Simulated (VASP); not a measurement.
Write the native input for VASP 6.6.1 that does the following.

- Task: single point
- Functional: PBEsol
- Potentials or basis: VASP PAW PBE potentials, release 64 (Al)
- Cutoff: 520 eV
- k mesh: 11 × 11 × 6
- Occupations: fermi-dirac, width 0.05 eV
- Spin: no spin polarisation
- Dipole correction: no
- Further INCAR settings: ALGO = Fast; EDIFF = 1e-06; NBANDS = 10

The structure of Al lies in POSCAR:

```
Al
1.0
    2.7837149579      0.0000000000      0.0000000000
   -1.3918574789      2.4107678704      0.0000000000
    0.0000000000      0.0000000000      4.6010956580
Al
2
Direct
    0.3333333333      0.6666666667      0.2500000000
    0.6666666667      0.3333333333      0.7500000000
```

These files were run (other wordings do the same):

INCAR

```
SYSTEM = Al
ALGO = Fast
EDIFF = 1E-6
ENCUT = 520
GGA = PS
ISIF = 2
ISMEAR = -1
LASPH = .True.
LCHARG = .False.
LREAL = .False.
LWAVE = .False.
NBANDS = 10
NELM = 80
PREC = Accurate
SIGMA = 0.05
```

KPOINTS

```
k-points
0
Gamma
  11 11 6
  0 0 0
```

Potentials or basis: VASP PAW PBE potentials, release 64 (Al).

The run is started by

```console
$ cat potpaw_PBE.64/Al/POTCAR > POTCAR
$ mpirun -np 1 vasp_std > vasp.out
```

It gave:

```yaml
Pressure: 5.1 GPa
Band_gap_on_the_k_mesh: zero (band 3 reaches 12.71 eV, above the bottom of band 4 at 5.54 eV)
```

Caveat: the PAW data sets were made with another functional, which shifts forces and pressure a little.

It took 6.3 s on 1 thread of Intel(R) Xeon(R) 6975P-C (Granite Rapids), with other jobs on the host, peak memory 0.15 GiB.
